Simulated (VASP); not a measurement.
Wanted: the native input for a VASP 6.6.1 run.

| Item | Value |
| --- | --- |
| Task | single point |
| Functional | LDA |
| Potentials or basis | VASP PAW LDA potentials, release 64 (Li_sv, Cl, O) |
| Cutoff | 520 eV |
| k mesh | 6 × 6 × 6 |
| Occupations | gaussian, width 0.05 eV |
| Spin | no spin polarisation |
| Dipole correction | no |
| Further INCAR settings | ALGO = Normal; EDIFF = 1e-07; NBANDS = 19 |

The structure of Li3ClO lies in POSCAR:

```
Li3ClO
1.0
    3.4821077115      0.0000000000      0.0000000000
    0.0000000000      3.4821077115      0.0000000000
    0.0000000000      0.0000000000      4.9237003041
Li Cl O
3 1 1
Direct
    0.0000000000      0.5000000000      0.5000000000
    0.5000000000      0.0000000000      0.5000000000
    0.5000000000      0.5000000000      0.0000000000
    0.0000000000      0.0000000000      0.0000000000
    0.5000000000      0.5000000000      0.5000000000
```

This cell differs from its parent crystal: ratio of the length along z to the lengths across it x 1.414, volume and fractional coordinates fixed.

One way to write it, as run:

INCAR

```
SYSTEM = Li3ClO
PREC = Accurate
ENCUT = 520
EDIFF = 1E-7
ISMEAR = 0
SIGMA = 0.05
LREAL = .FALSE.
LASPH = .TRUE.
NELM = 100
ALGO = Normal
ISIF = 2
LWAVE = .FALSE.
LCHARG = .FALSE.
GGA = CA
NBANDS = 19
```

KPOINTS

```
regular mesh
0
G
  6 6 6
  0 0 0
```

Potentials or basis: VASP PAW LDA potentials, release 64 (Li_sv, Cl, O).

Launch:

```bash
$ cat potpaw_LDA.64/Li_sv/POTCAR potpaw_LDA.64/Cl/POTCAR potpaw_LDA.64/O/POTCAR > POTCAR
$ mpirun -np 1 vasp_std > vasp.out
```

It gave:

```yaml
Band_gap_on_the_k_mesh: 3.78 eV (least direct gap 3.96 eV)
```

Run time: 32 s on 1 thread of Intel(R) Xeon(R) Platinum 8488C (Sapphire Rapids), on a shared host, peak memory 0.17 GiB.
